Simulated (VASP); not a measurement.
Wanted: the native input for a VASP 6.6.1 run.

```
Task                   : electric field gradients
Functional             : PBE
Potentials or basis    : VASP PAW PBE potentials, release 64 (Mg)
Cutoff                 : 520 eV
k mesh                 : 12 × 12 × 7
Occupations            : fermi-dirac, width 0.05 eV
Spin                   : no spin polarisation
Dipole correction      : no
Further INCAR settings : ALGO = Normal; EDIFF = 1e-08; NBANDS = 9
```

The structure of Mg lies in POSCAR:

```
Mg
1.0
    3.2305256058      0.0000000000      0.0000000000
   -1.6152628028      2.7977172422      0.0000000000
    0.0000000000      0.0000000000      5.2448365023
Mg
2
Direct
    0.3333333333      0.6666666667      0.2500000000
    0.6666666667      0.3333333333      0.7500000000
```

These files were run (other wordings do the same):

INCAR

```
SYSTEM = Mg
PREC = Accurate
ENCUT = 520
EDIFF = 1E-8
ISMEAR = -1
SIGMA = 0.05
LREAL = .FALSE.
LASPH = .TRUE.
NELM = 100
ALGO = Normal
ISIF = 2
LWAVE = .FALSE.
LCHARG = .FALSE.
GGA = PE
LEFG = .TRUE.
NBANDS = 9
```

KPOINTS

```
regular mesh
0
G
  12 12 7
  0 0 0
```

Potentials or basis: VASP PAW PBE potentials, release 64 (Mg).

The run is started by

```bash
$ cat potpaw_PBE.64/Mg/POTCAR > POTCAR
$ mpirun -np 1 vasp_std > vasp.out
```

It gave:

- Pressure: -1.2 GPa
- Band gap on the k mesh: zero (bands 2 and 3 overlap by 2.23 eV)
- Largest electric field gradient by atom: Mg +1.1 V/Å²

Caveat: without QUAD_EFG the Cq values of the log hold for a quadrupole moment of 1 mb, not for the nuclei.

Run time: 20 s on 1 thread of Intel Xeon 8259CL, with other jobs on the host, peak memory 0.17 GiB.
